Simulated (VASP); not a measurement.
# ZnO (Immm) in VASP: single point with r2SCAN

Aim: the single point of ZnO with r2SCAN.

Everything below comes from runs of VASP 6.6.1. Logs are shortened: lines on timing, memory, paths and dates and some standing lists are left out, and cuts for length are marked.

## Step 1: The cell of the first run

The structure is orthorhombic, space group Immm (No. 71). Conventional cell: a = 2.971 Å, b = 3.065 Å, c = 4.268 Å, α = 90.00°, β = 90.00°, γ = 90.00°. Zn (site symmetry mmm) has 6 O at 2.13 Å within 2.8 Å. Within 2.8 Å of O (site symmetry mmm) lie 6 Zn at 2.13 Å.

## Step 2: Single point, r2SCAN (shear xy strain -3.1%)

POSCAR

```
ZnO
1.0
   -0.0331801297      2.1337703963      2.1337703963
    2.1337703963     -0.0331801297      2.1337703963
    2.1005902667      2.1005902667      0.0000000000
Zn O
1 1
Direct
    0.0000000000      0.0000000000      0.0000000000
    0.5000000000      0.5000000000      0.5000000000
```

INCAR.step1

```
PREC = Accurate ; ENCUT = 1480
ISMEAR = 0 ; SIGMA = 0.01
LREAL = False ; LASPH = True
NELM = 120 ; NBANDS = 16
GGA = PE ; ALGO = Normal
EDIFF = 1E-5 ; LWAVE = True
LCHARG = False ; GGA_COMPAT = False
```

INCAR.step2

```
PREC = Accurate ; ENCUT = 1480
EDIFF = 1E-6 ; ISMEAR = 0
SIGMA = 0.01 ; LREAL = False
LASPH = True ; NELM = 120
ALGO = Normal ; ISIF = 2
LWAVE = False ; LCHARG = False
METAGGA = R2SCAN ; LMIXTAU = True
NBANDS = 16 ; ISTART = 1
GGA_COMPAT = False
```

KPOINTS

```
Automatic mesh
0
Gamma
  10 10 10
```

Potentials or basis: VASP PAW PBE potentials, release 64 (Zn, O_h).

Run with:

```console
$ cat potpaw_PBE.64/Zn/POTCAR potpaw_PBE.64/O_h/POTCAR > POTCAR
$ cp INCAR.step1 INCAR
$ mpirun -np 1 vasp_std > vasp.out
$ cp INCAR.step2 INCAR
$ mpirun -np 1 vasp_std > vasp.out
```

OUTCAR:

```text
PREC = Accurate
   ENCUT = 1480
   EDIFF = 1E-6
   ISMEAR = 0
   LREAL = False
   LASPH = True
   NELM = 120
   ISIF = 2
   METAGGA = R2SCAN
   ISTART = 1

 ion  position               nearest neighbor table
   1  0.000  0.000  0.000-   2 2.13   2 2.13   2 2.13   2 2.13   2 2.13   2 2.13
   2  0.500  0.500  0.500-   1 2.13   1 2.13   1 2.13   1 2.13   1 2.13   1 2.13

  LATTYP: Found a body centered orthorhombic cell.
 ALAT       =     2.9706832442
 B/A-ratio  =     1.0315912438
 C/A-ratio  =     1.4365519451

  Lattice vectors:

 A1 = (   0.0331801297,  -2.1337703963,  -2.1337703963)
 A2 = (  -0.0331801296,   2.1337703964,  -2.1337703963)
 A3 = (   2.1337703963,  -0.0331801297,   2.1337703963)

Analysis of symmetry for initial positions (statically):
=====================================================================
 Subroutine PRICEL returns:
 Original cell was already a primitive cell.

 Routine SETGRP: Setting up the symmetry group for a
 body centered orthorhombic supercell.

 Subroutine GETGRP returns: Found  8 space group operations
 (whereof  8 operations were pure point group operations)
 out of a pool of  8 trial point group operations.

The static configuration has the point symmetry D_2h.

Analysis of symmetry for dynamics (positions and initial velocities):
=====================================================================
 Subroutine PRICEL returns:
 Original cell was already a primitive cell.

 Routine SETGRP: Setting up the symmetry group for a
 body centered orthorhombic supercell.

 Subroutine GETGRP returns: Found  8 space group operations
 (whereof  8 operations were pure point group operations)
 out of a pool of  8 trial point group operations.

The dynamic configuration has the point symmetry D_2h.

 Subroutine INISYM returns: Found  8 space group operations
 (whereof  8 operations are pure point group operations),
 and found     1 'primitive' translations

----------------------------------------------------------------------------------------

                                     Primitive cell

  volume of cell :      19.4253

  direct lattice vectors                    reciprocal lattice vectors
    -0.033180130  2.133770396  2.133770396    -0.230739001  0.230739001  0.234326993
     2.133770396 -0.033180130  2.133770396     0.230739001 -0.230739001  0.234326993
     2.100590267  2.100590267  0.000000000     0.238028333  0.238028333 -0.234326993

  length of vectors
     3.017789444  3.017789444  2.970683244     0.401733883  0.401733883  0.410151331

  position of ions in fractional coordinates (direct lattice)
     0.000000000  0.000000000  0.000000000
     0.500000000  0.500000000  0.500000000

  ion indices of the primitive-cell ions
   primitive index   ion index
                 1           1
                 2           2

----------------------------------------------------------------------------------------

 KPOINTS: Automatic mesh

Automatic generation of k-mesh.
 Grid dimensions read from file:
 generate k-points for:   10   10   10

 Generating k-lattice:

  Cartesian coordinates                     Fractional coordinates (reciprocal lattice)
    -0.023073900  0.023073900  0.023432699     0.100000000 -0.000000000  0.000000000
     0.023073900 -0.023073900  0.023432699    -0.000000000  0.100000000  0.000000000
     0.023802833  0.023802833 -0.023432699    -0.000000000 -0.000000000  0.100000000

  Length of vectors
     0.040173388  0.040173388  0.041015133

  Shift w.r.t. Gamma in fractional coordinates (k-lattice)
     0.000000000  0.000000000  0.000000000

 Subroutine IBZKPT returns following result:
 ===========================================

 Found    171 irreducible k-points:

 Following reciprocal coordinates:
            Coordinates               Weight
  0.000000  0.000000  0.000000      1.000000
  0.100000 -0.000000  0.000000      4.000000
  0.200000 -0.000000  0.000000      4.000000
  0.300000 -0.000000  0.000000      4.000000
  0.400000 -0.000000  0.000000      4.000000
  0.500000 -0.000000  0.000000      2.000000
[... 16 lines left out ...]
  0.300000  0.300000  0.000000      2.000000
  0.400000  0.300000  0.000000      4.000000
 [... further k-points ...]
   k-points           NKPTS =    171   k-points in BZ     NKDIM =    171   number of bands    NBANDS=     16
   number of dos      NEDOS =    301   number of ions     NIONS =      2
   total plane-waves  NPLWV =  64000
   dimension x,y,z NGX =    40 NGY =   40 NGZ =   40
   dimension x,y,z NGXF=    80 NGYF=   80 NGZF=   80
   ions per type =               1   1
   NGX,Y,Z   is equivalent  to a cutoff of  22.04, 22.04, 22.38 a.u.
   NGXF,Y,Z  is equivalent  to a cutoff of  44.07, 44.07, 44.77 a.u.
 SYSTEM =  unknown system
   PREC   = accura    normal or accurate (medium, high low for compatibility)
   ISTART =      1    job   : 0-new  1-cont  2-samecut
   ICHARG =      0    charge: 1-file 2-atom 10-const
   ISPIN  =      1    spin polarized calculation?
   LNONCOLLINEAR =      F non collinear calculations
   LSORBIT =      F    spin-orbit coupling
   LASPH  =      T    aspherical Exc in radial PAW
   ENCUT  = 1480.0 eV 108.78 Ry   10.43 a.u.   9.47  9.47  9.32*2*pi/ulx,y,z
   NELM   =    120;   NELMIN=  2; NELMDL=  0     # of ELM steps
   EDIFF  = 0.1E-05   stopping-criterion for ELM
   LREAL  =      F    real-space projection
   EDIFFG = 0.1E-04   stopping-criterion for IOM
   NSW    =      0    number of steps for IOM
   IBRION =     -1    ionic relax: 0-MD 1-quasi-New 2-CG
   NFREE  =      0    steps in history (QN), initial steepest desc. (CG)
   ISIF   =      2    stress and relaxation
   ISYM   =      2    0-nonsym 1-usesym 2-fastsym
   POTIM  = 0.5000    time-step for ionic-motion
   TEBEG  =    0.0;   TEEND  =   0.0 temperature during run
   PSTRESS=    0.0 pullay stress
   NELECT =      18.0000    total number of electrons
   NUPDOWN=      -1.0000    fix difference up-down
   EMIN   =  10.00;   EMAX   =-10.00  energy-range for DOS
   EFERMI =   0.00;   METHOD = LEGACY
   ISMEAR =     0;   SIGMA  =   0.01  broadening in eV -4-tet -1-fermi 0-gaus
   EFERMI_NEDOS =   21; number of points for ismear=-14 and -15
   IALGO  =     38    algorithm
   IMIX   =      4    mixing-type and parameters
     AMIX     =   0.40;   BMIX     =  1.00
     AMIX_MAG =   1.60;   BMIX_MAG =  1.00
  volume/ion in A,a.u.               =       9.71        65.54
  Fermi-wavevector in a.u.,A,eV,Ry     =   1.596037  3.016073 34.658590  2.547335
  Thomas-Fermi vector in A             =   2.693862
   LORBIT       =      0    0 simple, 1 ext, 2 COOP (PROOUT), +10 PAW based schemes
   METAGGA = R2SCAN    functional components
   LHFCALC =     F    Hartree Fock is set to
   AEXX    =    0.0000 exact exchange contribution
   IVDW    =     0    specifies the selected vdW correction
   LEPSILON=     F    determine dielectric tensor
   LRPA    =     F    only Hartree local field effects (RPA)
 non-spin polarized calculation
 Gauss-broadening in eV      SIGMA  =   0.01
  energy-cutoff  :     1480.00
  volume of cell :       19.43
 maximum number of plane-waves:      2541
 NGX is ok and might be reduce to    40
   NGX = 19   NGY = 19   NGZ = 19

 number of electron      18.0000000 magnetization

 Free energy of the ion-electron system (eV)
  ---------------------------------------------------
  ext. energy  EPLUGINS =         0.00000000
  ---------------------------------------------------
  free energy    TOTEN  =       -17.96096421 eV

  energy without entropy =      -17.96096421  energy(sigma->0) =      -17.96096421

 E-fermi :   3.0216     XC(G=0): -13.1321

 val. band max:        2.8682711361   @ k =   0.5000  -0.0000   0.0000
 cond. band min:       4.3929949659   @ k =   0.0000   0.0000   0.0000
 fundamental gap:      1.5247238298
 Fermi energy:         3.0216474092

 k-point     1 :       0.0000    0.0000    0.0000
  band No.  band energies     occupation
      1     -16.7572      2.00000
      2      -2.0854      2.00000
      3      -2.0773      2.00000
      4      -2.0462      2.00000
      5      -1.8765      2.00000
      6      -1.8711      2.00000
[... 8 lines left out ...]
     15      23.4183      0.00000
     16      23.7062      0.00000

 k-point     2 :       0.1000   -0.0000    0.0000
  band No.  band energies     occupation
      1     -16.6519      2.00000
      2      -2.1726      2.00000
      3      -2.1276      2.00000
      4      -2.0749      2.00000
      5      -1.9537      2.00000
      6      -1.9444      2.00000
[... 8 lines left out ...]
     15      23.4781      0.00000
     16      23.8309      0.00000

 k-point     3 :       0.2000   -0.0000    0.0000
  band No.  band energies     occupation
      1     -16.3618      2.00000
      2      -2.6028      2.00000
      3      -2.4343      2.00000
      4      -2.3664      2.00000
      5      -1.8996      2.00000
      6      -1.8926      2.00000
[... 8 lines left out ...]
     15      24.0252      0.00000
     16      24.6251      0.00000

 k-point     4 :       0.3000   -0.0000    0.0000
  band No.  band energies     occupation
      1     -15.9693      2.00000
      2      -3.4966      2.00000
      3      -2.7874      2.00000
      4      -2.7001      2.00000
      5      -1.7950      2.00000
      6      -1.7808      2.00000
[... 8 lines left out ...]
     15      25.4121      0.00000
     16      26.0850      0.00000

 k-point     5 :       0.4000   -0.0000    0.0000
  band No.  band energies     occupation
      1     -15.6170      2.00000
      2      -4.3319      2.00000
      3      -3.0377      2.00000
      4      -2.9388      2.00000
      5      -1.7062      2.00000
      6      -1.6870      2.00000
[... 8 lines left out ...]
     15      27.2162      0.00000
     16      27.9227      0.00000

 k-point     6 :       0.5000   -0.0000    0.0000
  band No.  band energies     occupation
      1     -15.4722      2.00000
      2      -4.6586      2.00000
      3      -3.1268      2.00000
      4      -3.0242      2.00000
      5      -1.6719      2.00000
      6      -1.6507      2.00000
[... 8 lines left out ...]
     15      28.4800      0.00000
     16      29.1443      0.00000

 k-point     7 :       0.1000    0.1000    0.0000
  band No.  band energies     occupation
      1     -16.6149      2.00000
      2      -2.2561      2.00000
      3      -2.1068      2.00000
      4      -2.0925      2.00000
      5      -2.0499      2.00000
      6      -1.8576      2.00000
[... 8 lines left out ...]
     15      25.3380      0.00000
     16      25.3505      0.00000

 k-point     8 :       0.2000    0.1000    0.0000
  band No.  band energies     occupation
      1     -16.3881      2.00000
      2      -2.6878      2.00000
      3      -2.2962      2.00000
      4      -2.1545      2.00000
      5      -2.0115      2.00000
      6      -1.8363      2.00000
[... 8 lines left out ...]
     15      25.2526      0.00000
     16      26.7229      0.00000

 k-point     9 :       0.3000    0.1000    0.0000
  band No.  band energies     occupation
      1     -16.0341      2.00000
      2      -3.2936      2.00000
      3      -2.6777      2.00000
      4      -2.4528      2.00000
      5      -1.9034      2.00000
      6      -1.7470      2.00000
[... 8 lines left out ...]
     15      25.3955      0.00000
     16      27.5461      0.00000
[... 172 lines left out ...]
 k-point    19 :       0.5000    0.2000    0.0000
  band No.  band energies     occupation
      1     -15.4269      2.00000
      2      -3.9562      2.00000
      3      -3.0168      2.00000
      4      -2.7101      2.00000
      5      -1.7680      2.00000
      6      -1.6203      2.00000
[... 8 lines left out ...]
     15      28.7169      0.00000
     16      29.8892      0.00000

 k-point    20 :      -0.4000    0.2000    0.0000
  band No.  band energies     occupation
      1     -15.3933      2.00000
      2      -4.0708      2.00000
      3      -2.9738      2.00000
      4      -2.8734      2.00000
      5      -1.6801      2.00000
      6      -1.6696      2.00000
[... 8 lines left out ...]
     15      27.8632      0.00000
     16      27.9675      0.00000

 k-point    21 :      -0.3000    0.2000    0.0000
  band No.  band energies     occupation
      1     -15.5713      2.00000
      2      -3.9062      2.00000
      3      -2.8989      2.00000
      4      -2.7585      2.00000
      5      -1.7614      2.00000
      6      -1.6427      2.00000
[... 8 lines left out ...]
     15      26.0367      0.00000
     16      27.3241      0.00000

 k-point    22 :      -0.2000    0.2000    0.0000
  band No.  band energies     occupation
      1     -15.8731      2.00000
      2      -3.5155      2.00000
      3      -2.7953      2.00000
      4      -2.5507      2.00000
      5      -1.8543      2.00000
      6      -1.6728      2.00000
[... 8 lines left out ...]
     15      26.3579      0.00000
     16      26.9938      0.00000

 k-point    23 :       0.3000    0.3000    0.0000
  band No.  band energies     occupation
      1     -15.7933      2.00000
      2      -3.4565      2.00000
      3      -2.3424      2.00000
      4      -1.9451      2.00000
      5      -1.8997      2.00000
      6      -1.7469      2.00000
[... 8 lines left out ...]
     15      31.1700      0.00000
     16      32.5683      0.00000

 k-point    24 :       0.4000    0.3000    0.0000
  band No.  band energies     occupation
      1     -15.5692      2.00000
      2      -3.4589      2.00000
      3      -2.4928      2.00000
      4      -2.0386      2.00000
      5      -1.8498      2.00000
      6      -1.6340      2.00000
[... 8 lines left out ...]
     15      31.6994      0.00000
     16      32.0947      0.00000

 [... further k-points ...]
[... 5 lines left out ...]
  --------------------------------------------------------------------------------------
  -------------------------------------------------------------------------------------
  Total        0.1550034      0.1550034      0.1368586      0.3541382     -0.0000000     -0.0000000
  in kB       12.7844995     12.7844995     11.2879369     29.2089107     -0.0000000     -0.0000000
  external PRESSURE =      12.2856453 kB  Pullay stress =       0.0000000 kB

 VOLUME and BASIS-vectors are now :
 -----------------------------------------------------------------------------
  energy-cutoff  :     1480.00
  volume of cell :       19.43
      direct lattice vectors                 reciprocal lattice vectors
    -0.033180130  2.133770396  2.133770396    -0.230739001  0.230739001  0.234326993
     2.133770396 -0.033180130  2.133770396     0.230739001 -0.230739001  0.234326993
     2.100590267  2.100590267  0.000000000     0.238028333  0.238028333 -0.234326993

 POSITION                                       TOTAL-FORCE (eV/Angst)
 -----------------------------------------------------------------------------------
      0.00000      0.00000      0.00000        -0.000000     -0.000000      0.000000
      2.10059      2.10059      2.13377         0.000000      0.000000      0.000000
 -----------------------------------------------------------------------------------
    total drift:                                0.000000     -0.000000     -0.000000

  FREE ENERGIE OF THE ION-ELECTRON SYSTEM (eV)
  ---------------------------------------------------
  free  energy   TOTEN  =       -17.9609642085 eV

  energy  without entropy=      -17.9609642085  energy(sigma->0) =      -17.96096421
```

Run time: 13 min. Hardware: 1 thread of Intel Xeon Platinum 8259CL at 2.50GHz (Skylake/Cascade Lake), shared host; peak memory 0.45 GiB.

Results:

- Free energy: -17.9610 eV
- Pressure: 1.2 GPa
- Band gap on the k mesh: 1.52 eV (least direct gap 2.86 eV)

Levels at points of the mesh, in eV from the valence-band top:
| k point | band 7 | band 8 | band 9 | band 10 | band 11 | band 12 |
| --- | --- | --- | --- | --- | --- | --- |
| (0.00, 0.00, 0.00) | -1.57 | -1.46 | -1.33 | 1.52 | 18.38 | 18.84 |
| (0.50, 0.00, 0.00) | -3.70 | -0.01 | 0.00 | 6.29 | 9.90 | 13.89 |
| (0.50, 0.50, 0.00) | -4.11 | -3.11 | -2.72 | 4.99 | 11.68 | 11.99 |
| (0.00, 0.00, 0.50) | -3.62 | -0.04 | -0.03 | 6.05 | 10.17 | 13.44 |
| (0.50, 0.00, 0.50) | -4.11 | -2.91 | -2.91 | 5.03 | 11.66 | 11.95 |

Caveat: the cell differs from its parent crystal (shear xy strain -3.1%); the structure was generated, so it needn't be the stable form of ZnO; the PAW data sets were made with another functional, which shifts forces and pressure a little. A k mesh can miss the band edges.
